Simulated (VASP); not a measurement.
Set up this calculation in VASP 6.6.1, as the native input.

* Task: single point
* Functional: PBE
* Potentials or basis: VASP PAW PBE potentials, release 64 (S)
* Cutoff: 520 eV
* k mesh: 17 × 17 × 16
* Occupations: fermi-dirac, width 0.1 eV
* Spin: no spin polarisation
* Dipole correction: no
* Further INCAR settings: ALGO = Normal; EDIFF = 1e-06; NBANDS = 9

The structure of S lies in POSCAR:

```
S
1.0
    2.6439504390      0.0000000000      0.0000000000
   -1.3219752195      2.2897282465      0.0000000000
    0.0000000000      0.0000000000      2.2287135749
S
1
Direct
    0.0000000000      0.0000000000      0.0000000000
```

The input as run:

INCAR

```
  PREC = Accurate
  ENCUT = 520
  EDIFF = 1E-6
  ISMEAR = -1
  SIGMA = 0.1
  LREAL = False
  LASPH = True
  NELM = 60
  ALGO = Normal
  ISIF = 2
  LWAVE = False
  LCHARG = True
  GGA = PE
  LELF = True
  LVHAR = True
  NBANDS = 9
```

KPOINTS

```
regular mesh
0
Gamma
  17 17 16
```

Potentials or basis: VASP PAW PBE potentials, release 64 (S).

The run is started by

```bash
$ cat potpaw_PBE.64/S/POTCAR > POTCAR
$ mpirun -np 1 vasp_std > vasp.out
```

It gave:

```
Pressure               : 29.5 GPa
Band gap on the k mesh : zero (band 3 reaches 15.21 eV, above the bottom of band 4 at 6.54 eV)
```

It took 18 s on 1 thread of AMD EPYC 7R13 Processor (Zen 3) (shared host), peak memory 0.11 GiB.
